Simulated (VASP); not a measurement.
NaCl: single point with PBE

Crystal: NaCl.

```
CELL_PARAMETERS angstrom
0.00000 2.97062 2.74433
2.97062 0.00000 2.74433
2.97062 2.97062 0.00000
ATOMIC_POSITIONS crystal
Na 0.00000 0.00000 0.00000
Cl 0.50000 0.50000 0.50000
```

This cell differs from its parent crystal: epitaxial xy strain +6.0%.

- Program: VASP 6.6.1
- Task: single point
- Functional: PBE
- Potentials or basis: VASP PAW PBE potentials, release 64 (Na_pv, Cl)
- Cutoff: 520 eV
- k mesh: 8 × 8 × 8
- Occupations: fermi-dirac, width 0.02 eV
- Spin: no spin polarisation

The pressure is -0.7 GPa. The band gap on the k mesh is 4.81 eV.

Stress tensor (GPa, compression positive):
```
-1.54  0.00  0.00
 0.00 -1.54  0.00
 0.00  0.00  1.01
```

Levels at points of the mesh, in eV from the valence-band top:
| k point | band 4 | band 5 | band 6 | band 7 | band 8 | band 9 | band 10 | band 11 |
| --- | --- | --- | --- | --- | --- | --- | --- | --- |
| (0.00, 0.00, 0.00) | -12.53 | -0.09 | 0.00 | 0.00 | 4.81 | 10.85 | 10.85 | 11.41 |
| (0.50, 0.00, 0.00) | -12.26 | -1.74 | -0.29 | -0.22 | 7.10 | 9.98 | 10.40 | 11.20 |
| (0.50, 0.50, 0.00) | -12.19 | -1.46 | -0.64 | -0.64 | 7.34 | 7.92 | 11.27 | 13.73 |
| (0.50, 0.00, 0.50) | -12.24 | -1.50 | -0.62 | -0.39 | 7.31 | 8.23 | 10.52 | 13.81 |

Run time: 39 s on 1 thread of Intel(R) Xeon(R) Platinum 8259CL CPU @ 2.50GHz (Skylake/Cascade Lake), on a shared host, peak memory 0.18 GiB.

Caveat: the cell differs from its parent crystal (epitaxial xy strain +6.0%). A k mesh can miss the band edges.
